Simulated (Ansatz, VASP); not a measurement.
Two plane-wave programs on As

The input INCAR:

```
SYSTEM = As
PREC = Accurate
ENCUT = 500
EDIFF = 1E-6
ISMEAR = -1
SIGMA = 0.1
LREAL = .FALSE.
LASPH = .TRUE.
NELM = 120
ALGO = Normal
ISIF = 2
LWAVE = .FALSE.
LCHARG = .TRUE.
GGA = RP
LELF = .TRUE.
LVHAR = .TRUE.
NBANDS = 12
GGA_COMPAT = .FALSE.
```

File KPOINTS:

```
Automatic mesh
0
G
  9 9 9
  0 0 0
```

POSCAR

```
As
1.0
    1.8807969000      1.0858785965      3.5140619933
   -1.8807969000      1.0858785965      3.5140619933
    0.0000000000     -2.1717571930      3.5140619933
As
2
Direct
    0.2260000000      0.2260000000      0.2260000000
    0.7740000000      0.7740000000      0.7740000000
```

Contents of input.yaml:

```yaml
crystal:
  lattice: { a: 3.7615938, b: 3.7615938, c: 10.54218598, alpha: 90.0, beta: 90.0, gamma: 120.0 }
  space_group: 166
  reduce_to_primitive: true
  atoms:
    - { symbol: As, wyckoff: "6c", position: [0.0, 0.0, 0.226] }
hamiltonian:
  xc: rpbe
  pseudopotentials: { kind: paw, source: jth }
kpoints:
  mp_grid: { grid: [9, 9, 9] }
scf:
  occupations: { method: fermi_dirac, width: 0.1 }
  n_extra_bands: 6
output:
  forces: true
  stress: true
  eigenvalues: true
  dos: { projected: true, de: 0.05, nscf_kmesh: { grid: [14, 14, 14] } }
```

Alike in both runs: functional RPBE; k mesh 9 × 9 × 9; occupations fermi-dirac, width 0.1 eV; no spin polarisation.

|  | VASP | Ansatz |
| --- | --- | --- |
| version | VASP 6.6.1 | Ansatz 0.2.0 |
| potentials or method | VASP PAW PBE potentials, release 64 (As) | JTH PAW |
| plane-wave cutoff (eV) | 500 | 1350 |
| valence electrons in the cell | 10 | 30 |
| task | single point | projected density of states |

VASP gave:

```
gap on the k mesh at the Fermi level (eV)                     : none
pressure (GPa)                                                : 5.7
traceless stress, the component that is largest in VASP (GPa) : -0.47
rms of the force components (eV/Å)                            : 0.298
```

Q: What did Ansatz give for the same quantities?

A: gap on the k mesh at the Fermi level (eV): none; pressure (GPa): 5.6; traceless stress, the component that is largest in VASP (GPa): -0.42; rms of the force components (eV/Å): 0.281.

VASP's potentials were made for PBE, not for RPBE. Atom by atom the forces differ by 0.017 eV/Å (rms over components). A gap of «none» marks a metal or a gap that the smearing closes. VASP's potentials hold 10 valence electrons a cell and Ansatz's 30, so a difference there can come from the potentials and not from the codes.
